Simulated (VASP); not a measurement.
# KTmH4 (F-43m) in VASP: further runs

Runs on KTmH4. Level: PBE. Tasks: single point, relaxation of cell and atoms.

All numbers are computed with VASP 6.6.1; they aren't measurements. Logs are shortened: lines on timing, memory, paths and dates and some standing lists are left out, and cuts for length are marked.

### Step 1. The cell of the first run

The structure is cubic, space group F-43m (No. 216). Conventional cell: a = 7.474 Å, b = 7.474 Å, c = 7.474 Å, α = 90.00°, β = 90.00°, γ = 90.00°. Within 4.0 Å of K (site symmetry -43m) lie 12 H at 3.05 Å and 6 Tm at 3.74 Å. Tm (site symmetry -43m) has 4 H at 2.01 Å within 2.7 Å. H (site symmetry 3m) has 3 H at 2.00 Å and 1 Tm at 2.01 Å within 2.7 Å.

The cell was built from a structure type or drawn by symmetry, and may not be a known phase.

### Step 2. Single point, PBE

File INCAR:

```
ALGO = Normal ; EDIFF = 1E-6
ENCUT = 500 ; GGA = PE
GGA_COMPAT = False ; ISIF = 2
ISMEAR = 0 ; LASPH = True
LCHARG = True ; LELF = True
LMAXMIX = 6 ; LREAL = False
LVHAR = True ; LWAVE = False
NBANDS = 20 ; NELM = 200
PREC = Accurate ; SIGMA = 0.1
```

File KPOINTS:

```
k-points
0
Gamma
  4 4 4
```

File POSCAR:

```
KTmH4
1.0
    0.0000000000      3.7368345300      3.7368345300
    3.7368345300      0.0000000000      3.7368345300
    3.7368345300      3.7368345300      0.0000000000
K Tm H
1 1 4
Direct
    0.2500000000      0.2500000000      0.2500000000
    0.7500000000      0.7500000000      0.7500000000
    0.5946774900      0.5946774900      0.5946774900
    0.5946774900      0.5946774900      0.2159675400
    0.5946774900      0.2159675400      0.5946774900
    0.2159675400      0.5946774900      0.5946774900
```

Potentials or basis: VASP PAW PBE potentials, release 64 (K_sv, Tm_3, H), 4f in core.

On the command line:

```bash
$ cat potpaw_PBE.64/K_sv/POTCAR potpaw_PBE.64/Tm_3/POTCAR potpaw_PBE.64/H/POTCAR > POTCAR
$ mpirun -np 1 vasp_std > vasp.out
```

OUTCAR:

```text
EDIFF = 1E-6
   ENCUT = 500
   GGA = PE
   ISIF = 2
   ISMEAR = 0
   LASPH = True
   LREAL = False
   NELM = 200
   PREC = Accurate

 ion  position               nearest neighbor table
   1  0.250  0.250  0.250-   2 3.74   2 3.74   2 3.74   2 3.74   2 3.74   2 3.74
   2  0.750  0.750  0.750-   3 2.01   5 2.01   6 2.01   4 2.01   1 3.74   1 3.74   1 3.74   1 3.74
                             1 3.74   1 3.74
   3  0.595  0.595  0.595-   2 2.01
   4  0.595  0.595  0.216-   2 2.01
   5  0.595  0.216  0.595-   2 2.01
   6  0.216  0.595  0.595-   2 2.01

  LATTYP: Found a face centered cubic cell.
 ALAT       =     7.4736690600

  Lattice vectors:

 A1 = (   0.0000000000,   3.7368345300,   3.7368345300)
 A2 = (   3.7368345300,   0.0000000000,   3.7368345300)
 A3 = (   3.7368345300,   3.7368345300,   0.0000000000)

Analysis of symmetry for initial positions (statically):
=====================================================================
 Subroutine PRICEL returns:
 Original cell was already a primitive cell.

 Routine SETGRP: Setting up the symmetry group for a
 face centered cubic supercell.

 Subroutine GETGRP returns: Found 24 space group operations
 (whereof 24 operations were pure point group operations)
 out of a pool of 48 trial point group operations.

The static configuration has the point symmetry T_d .

Analysis of symmetry for dynamics (positions and initial velocities):
=====================================================================
 Subroutine PRICEL returns:
 Original cell was already a primitive cell.

 Routine SETGRP: Setting up the symmetry group for a
 face centered cubic supercell.

 Subroutine GETGRP returns: Found 24 space group operations
 (whereof 24 operations were pure point group operations)
 out of a pool of 48 trial point group operations.

The dynamic configuration has the point symmetry T_d .

 Subroutine INISYM returns: Found 24 space group operations
 (whereof 24 operations are pure point group operations),
 and found     1 'primitive' translations

----------------------------------------------------------------------------------------

                                     Primitive cell

  volume of cell :     104.3618

[... 78 lines left out ...]
   NELM   =    200;   NELMIN=  2; NELMDL= -5     # of ELM steps
   EDIFF  = 0.1E-05   stopping-criterion for ELM
   LREAL  =      F    real-space projection
   EDIFFG = 0.1E-04   stopping-criterion for IOM
   NSW    =      0    number of steps for IOM
   IBRION =     -1    ionic relax: 0-MD 1-quasi-New 2-CG
   NFREE  =      0    steps in history (QN), initial steepest desc. (CG)
   ISIF   =      2    stress and relaxation
   ISYM   =      2    0-nonsym 1-usesym 2-fastsym
   POTIM  = 0.5000    time-step for ionic-motion
   TEBEG  =    0.0;   TEEND  =   0.0 temperature during run
   PSTRESS=    0.0 pullay stress
   NELECT =      22.0000    total number of electrons
   NUPDOWN=      -1.0000    fix difference up-down
   EMIN   =  10.00;   EMAX   =-10.00  energy-range for DOS
   EFERMI =   0.00;   METHOD = LEGACY
   ISMEAR =     0;   SIGMA  =   0.10  broadening in eV -4-tet -1-fermi 0-gaus
   EFERMI_NEDOS =   21; number of points for ismear=-14 and -15
   IALGO  =     38    algorithm
   IMIX   =      4    mixing-type and parameters
     AMIX     =   0.40;   BMIX     =  1.00
     AMIX_MAG =   1.60;   BMIX_MAG =  1.00
  volume/ion in A,a.u.               =      17.39       117.38
  Fermi-wavevector in a.u.,A,eV,Ry     =   0.974321  1.841199 12.916018  0.949301
  Thomas-Fermi vector in A             =   2.104771
   LORBIT       =      0    0 simple, 1 ext, 2 COOP (PROOUT), +10 PAW based schemes
   GGA     = PE    functional components
   LHFCALC =     F    Hartree Fock is set to
   AEXX    =    0.0000 exact exchange contribution
   IVDW    =     0    specifies the selected vdW correction
   LEPSILON=     F    determine dielectric tensor
   LRPA    =     F    only Hartree local field effects (RPA)
 non-spin polarized calculation
 Gauss-broadening in eV      SIGMA  =   0.10
  energy-cutoff  :      500.00
  volume of cell :      104.36
 maximum number of plane-waves:      2685
 NGX is ok and might be reduce to    40
   NGX = 19   NGY = 19   NGZ = 19

 number of electron      22.0000004 magnetization

 Free energy of the ion-electron system (eV)
  ---------------------------------------------------
  ext. energy  EPLUGINS =         0.00000000
  ---------------------------------------------------
  free energy    TOTEN  =       -17.51362178 eV

  energy without entropy =      -17.51362178  energy(sigma->0) =      -17.51362178

 E-fermi :  -0.2547     XC(G=0):  -7.5304

 val. band max:       -0.7232834843   @ k =   0.5000   0.5000   0.0000
 cond. band min:       1.1588251316   @ k =   0.5000   0.5000   0.0000
 fundamental gap:      1.8821086159
 Fermi energy:        -0.2547046197

 k-point     1 :       0.0000    0.0000    0.0000
  band No.  band energies     occupation
      1     -30.6097      2.00000
      2     -24.7823      2.00000
      3     -24.7823      2.00000
      4     -24.7823      2.00000
      5     -14.1028      2.00000
      6     -14.1028      2.00000
[... 173 lines left out ...]
     19       6.5697      0.00000
     20       7.8194      0.00000

------------------------ aborting loop because EDIFF is reached ----------------------------------------

  FORCE on cell =-STRESS in cart. coord.  units (eV):
  Direction    XX          YY          ZZ          XY          YZ          ZX
  --------------------------------------------------------------------------------------
  -------------------------------------------------------------------------------------
  Total        1.8162668      1.8162668      1.8162668      0.0000000      0.0000000      0.0000000
  in kB       27.8835858     27.8835858     27.8835858      0.0000000      0.0000000      0.0000000
  external PRESSURE =      27.8835858 kB  Pullay stress =       0.0000000 kB

 VOLUME and BASIS-vectors are now :
 -----------------------------------------------------------------------------
  energy-cutoff  :      500.00
  volume of cell :      104.36
      direct lattice vectors                 reciprocal lattice vectors
     0.000000000  3.736834530  3.736834530    -0.133803088  0.133803088  0.133803088
     3.736834530  0.000000000  3.736834530     0.133803088 -0.133803088  0.133803088
     3.736834530  3.736834530  0.000000000     0.133803088  0.133803088 -0.133803088

 POSITION                                       TOTAL-FORCE (eV/Angst)
 -----------------------------------------------------------------------------------
      1.86842      1.86842      1.86842        -0.000000     -0.000000     -0.000000
      5.60525      5.60525      5.60525        -0.000000     -0.000000     -0.000000
      4.44442      4.44442      4.44442         0.228160      0.228160      0.228160
      3.02925      3.02925      4.44442        -0.228160     -0.228160      0.228160
      3.02925      4.44442      3.02925        -0.228160      0.228160     -0.228160
      4.44442      3.02925      3.02925         0.228160     -0.228160     -0.228160
 -----------------------------------------------------------------------------------
    total drift:                               -0.000003     -0.000003     -0.000003

  FREE ENERGIE OF THE ION-ELECTRON SYSTEM (eV)
  ---------------------------------------------------
  free  energy   TOTEN  =       -17.5136217834 eV

  energy  without entropy=      -17.5136217834  energy(sigma->0) =      -17.51362178
```

stdout:

```text
POSCAR found type information on POSCAR K TmH
 POSCAR found :  3 types and       6 ions
 scaLAPACK will be used
 LDA part: xc-table for (Slater+PW92), standard interpolation
 POSCAR, INCAR and KPOINTS ok, starting setup
 FFT: planning ... GRIDC
 FFT: planning ... GRID_SOFT
 FFT: planning ... GRID
 WAVECAR not read
 entering main loop
```

Wall time 18 s (1 thread of AMD EPYC 9R45 (Zen 5), shared host); peak memory 0.21 GiB.

Results:

| Item | Value |
| --- | --- |
| Free energy | -17.5136 eV |
| Pressure | 2.8 GPa |
| Largest force | 0.395 eV/Å |
| Band gap on the k mesh | 1.88 eV |

Forces in eV/Å, atoms in the order of the input:
```
K    0.000  0.000  0.000
Tm   0.000  0.000  0.000
H    0.228  0.228  0.228
H   -0.228 -0.228  0.228
H   -0.228  0.228 -0.228
H    0.228 -0.228 -0.228
```

Caveat: spin-orbit coupling is left out, which moves the levels of the heavy elements; the 4f electrons are frozen in the core, so they carry no moment and show no levels.

### Step 3. Single point, PBE

This run uses another cell than the first one, of 26.83 Å³/atom.

File INCAR:

```
SYSTEM = KTmH4
PREC = Accurate
ENCUT = 500
EDIFF = 1E-6
ISMEAR = 0
SIGMA = 0.1
LREAL = .FALSE.
LASPH = .TRUE.
NELM = 200
ALGO = Normal
ISIF = 2
LWAVE = .FALSE.
LCHARG = .FALSE.
GGA = PE
NBANDS = 20
GGA_COMPAT = .FALSE.
LMAXMIX = 6
```

File KPOINTS:

```
regular mesh
0
G
  4 4 4
  0 0 0
```

File POSCAR:

```
KTmH4
1.0
    0.0000000000      4.3174218000      4.3174218000
    4.3174218000      0.0000000000      4.3174218000
    4.3174218000      4.3174218000      0.0000000000
K Tm H
1 1 4
Direct
    0.2500000000      0.2500000000      0.2500000000
    0.7500000000      0.7500000000      0.7500000000
    0.6168104332      0.6168104332      0.6168104332
    0.6168104332      0.6168104332      0.1495687005
    0.6168104332      0.1495687005      0.6168104332
    0.1495687005      0.6168104332      0.6168104332
```

Potentials or basis: VASP PAW PBE potentials, release 64 (K_sv, Tm_3, H), 4f in core.

On the command line:

```bash
$ cat potpaw_PBE.64/K_sv/POTCAR potpaw_PBE.64/Tm_3/POTCAR potpaw_PBE.64/H/POTCAR > POTCAR
$ mpirun -np 1 vasp_std > vasp.out
```

It took 29 s on 1 thread of AMD EPYC 9R45 (Zen 5), shared host; peak memory 0.29 GiB.

It converged, with:

```yaml
Free_energy: -18.0771 eV
Pressure: 0.2 GPa
Largest_force: 0.070 eV/Å
Band_gap_on_the_k_mesh: 2.81 eV (least direct gap 2.83 eV)
```

Forces on the atoms (eV/Å):
```
K    0.000  0.000  0.000
Tm   0.000  0.000  0.000
H   -0.041 -0.041 -0.041
H    0.041  0.041 -0.041
H    0.041 -0.041  0.041
H   -0.041  0.041  0.041
```

Levels at points of the mesh, in eV from the valence-band top:
```tsv
k point	band 7	band 8	band 9	band 10	band 11	band 12	band 13	band 14	band 15	band 16
(0.00, 0.00, 0.00)	-13.64	-2.61	-0.06	-0.06	-0.06	3.75	3.75	4.85	4.91	4.91
(0.50, 0.00, 0.00)	-13.64	-1.92	-0.80	-0.02	-0.02	2.81	3.87	3.87	4.61	4.61
(0.50, 0.50, 0.00)	-13.64	-1.53	-1.19	0.00	0.00	2.93	2.99	4.09	4.41	4.41
```

Caveat: spin-orbit coupling is left out, which moves the levels of the heavy elements; the 4f electrons are frozen in the core, so they carry no moment and show no levels.

### Step 4. Relaxation of cell and atoms, PBE

File INCAR:

```
SYSTEM = KTmH4
ALGO     = Normal         ! electronic algorithm
EDIFF    = 1E-7           ! SCF threshold, eV
EDIFFG   = -0.04          ! ionic threshold
ENCUT    = 500            ! plane-wave cutoff, eV
GGA      = PE             ! functional
GGA_COMPAT= .False.      
IBRION   = 2              ! ionic algorithm
ISIF     = 3              ! what is computed and relaxed
ISMEAR   = 0              ! smearing method
LASPH    = .True.         ! aspherical terms in the spheres
LCHARG   = .False.        ! write CHGCAR
LMAXMIX  = 6              ! l up to which the mixer works
LREAL    = .False.        ! projectors in reciprocal space
LWAVE    = .False.        ! write WAVECAR
NELM     = 200            ! most SCF steps
NELMIN   = 4            
NSW      = 90             ! ionic steps
PREC     = Accurate       ! precision mode
SIGMA    = 0.1            ! smearing width, eV
```

File KPOINTS:

```
k-points
0
Gamma
  4 4 4
  0 0 0
```

File POSCAR:

```
KTmH4
1.0
    0.0000000000      3.7368345300      3.7368345300
    3.7368345300      0.0000000000      3.7368345300
    3.7368345300      3.7368345300      0.0000000000
K Tm H
1 1 4
Direct
    0.2500000000      0.2500000000      0.2500000000
    0.7500000000      0.7500000000      0.7500000000
    0.5946774900      0.5946774900      0.5946774900
    0.5946774900      0.5946774900      0.2159675400
    0.5946774900      0.2159675400      0.5946774900
    0.2159675400      0.5946774900      0.5946774900
```

On the command line:

```bash
$ cat potpaw_PBE.64/K_sv/POTCAR potpaw_PBE.64/Tm_3/POTCAR potpaw_PBE.64/H/POTCAR > POTCAR
$ mpirun -np 1 vasp_std > vasp.out
```

Wall time 89 s (1 thread of AMD EPYC 9R45 (Zen 5), shared host); peak memory 0.22 GiB.

It converged, with:

```
Free energy                           : -18.0119 eV
Relaxed volume                        : 24.73 Å³/atom
Relaxed cell                          : a = 5.942 Å, b = 5.942 Å, c = 5.942 Å, α = 60.00°, β = 60.00°, γ = 60.00°
Space group after relaxing (to 0.1 Å) : F-43m (No. 216)
Energy gained by relaxing             : 83.1 meV/atom
Ionic steps                           : 7
Pressure after relaxing               : 0.2 GPa
Largest force after relaxing          : 0.010 eV/Å
Band gap on the k mesh                : 2.73 eV (least direct gap 2.75 eV)
```

Forces on the atoms (eV/Å):
```
K    0.000  0.000  0.000
Tm   0.000  0.000  0.000
H   -0.006 -0.006 -0.006
H    0.006  0.006 -0.006
H    0.006 -0.006  0.006
H   -0.006  0.006  0.006
```

The path:
| step | energy change (eV) | largest force (eV/Å) | pressure (GPa) | volume (Å³) |
| --- | --- | --- | --- | --- |
| 1 | 0.0000 | 0.3952 | 2.79 | 104.36 |
| 2 | -0.0999 | 0.4238 | 1.96 | 109.00 |
| 3 | -0.2978 | 0.5085 | 0.13 | 123.74 |
| 4 | -0.3733 | 0.6509 | -1.74 | 157.09 |
| 5 | -0.3901 | 0.5882 | -1.20 | 144.25 |
| 6 | -0.4847 | 0.2093 | -0.27 | 146.98 |
| 7 | -0.4983 | 0.0096 | 0.24 | 148.38 |

Final structure:
```xyz
6
Lattice="0.0000 4.2020 4.2020 4.2020 0.0000 4.2020 4.2020 4.2020 0.0000" Properties=species:S:1:pos:R:3 pbc="T T T"
K     2.1010    2.1010    2.1010
Tm    6.3030    6.3030    6.3030
H     5.1512    5.1512    5.1512
H     3.2527    3.2527    5.1512
H     3.2527    5.1512    3.2527
H     5.1512    3.2527    3.2527
```

Levels at points of the mesh, in eV from the valence-band top:
| k point | band 8 | band 9 | band 10 | band 11 | band 12 | band 13 | band 14 | band 15 |
| --- | --- | --- | --- | --- | --- | --- | --- | --- |
| (0.00, 0.00, 0.00) | -2.87 | -0.08 | -0.08 | -0.08 | 3.64 | 3.64 | 4.79 | 4.96 |
| (0.50, 0.00, 0.00) | -2.10 | -0.92 | -0.03 | -0.03 | 2.74 | 3.81 | 3.81 | 4.59 |
| (0.50, 0.50, 0.00) | -1.57 | -1.45 | 0.00 | 0.00 | 2.79 | 2.92 | 4.02 | 4.41 |

Caveat: the volume moved by over 15 % at a fixed basis, so the end points are rough; spin-orbit coupling is left out, which moves the levels of the heavy elements; the 4f electrons are frozen in the core, so they carry no moment and show no levels. A k mesh can miss the band edges.

[end of part 1 of 2]
